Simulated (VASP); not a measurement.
Write the native input for VASP 6.6.1 that does the following.

* Task: single point
* Functional: r2SCAN
* Potentials or basis: VASP PAW PBE potentials, release 64 (Zn, O)
* Cutoff: 520 eV
* k mesh: 12 × 12 × 12
* Occupations: gaussian, width 0.02 eV
* Spin: no spin polarisation
* Dipole correction: no
* Further INCAR settings: ALGO = Normal; EDIFF = 1e-06; NBANDS = 16

Crystal: ZnO.

```
Zn O
1.0
     0.00000    2.13376    2.13376
     2.13376    0.00000    2.13376
     2.13376    2.13376    0.00000
Zn O
1 1
Direct
  0.00000 0.00000 0.00000
  0.50000 0.50000 0.50000
```

These files were run (other wordings do the same):

POSCAR

```
ZnO
1.0
    0.0000000000      2.1337570811      2.1337570811
    2.1337570811      0.0000000000      2.1337570811
    2.1337570811      2.1337570811      0.0000000000
Zn O
1 1
Direct
    0.0000000000      0.0000000000      0.0000000000
    0.5000000000      0.5000000000      0.5000000000
```

INCAR.step1

```
PREC = Accurate
ENCUT = 520
ISMEAR = 0
SIGMA = 0.02
LREAL = F
LASPH = T
NELM = 60
NBANDS = 16
GGA = PE
ALGO = Normal
EDIFF = 1E-4
LWAVE = T
LCHARG = F
```

INCAR.step2

```
PREC = Accurate
ENCUT = 520
EDIFF = 1E-6
ISMEAR = 0
SIGMA = 0.02
LREAL = F
LASPH = T
NELM = 60
ALGO = Normal
ISIF = 2
LWAVE = F
LCHARG = F
METAGGA = R2SCAN
LMIXTAU = T
NBANDS = 16
ISTART = 1
```

KPOINTS

```
regular mesh
0
Gamma
  12 12 12
```

Potentials or basis: VASP PAW PBE potentials, release 64 (Zn, O).

Command:

```sh
$ cat potpaw_PBE.64/Zn/POTCAR potpaw_PBE.64/O/POTCAR > POTCAR
$ cp INCAR.step1 INCAR
$ mpirun -np 1 vasp_std > vasp.out
$ cp INCAR.step2 INCAR
$ mpirun -np 1 vasp_std > vasp.out
```

Results of the run:

* Pressure: 1.5 GPa
* Band gap on the k mesh: 1.55 eV, indirect (least direct gap 2.98 eV)

Caveat: the PAW data sets were made with another functional, which shifts forces and pressure a little.

Wall time 45 s on 1 thread of Intel(R) Xeon(R) Platinum 8488C (Sapphire Rapids), with other jobs on the host, peak memory 0.16 GiB.
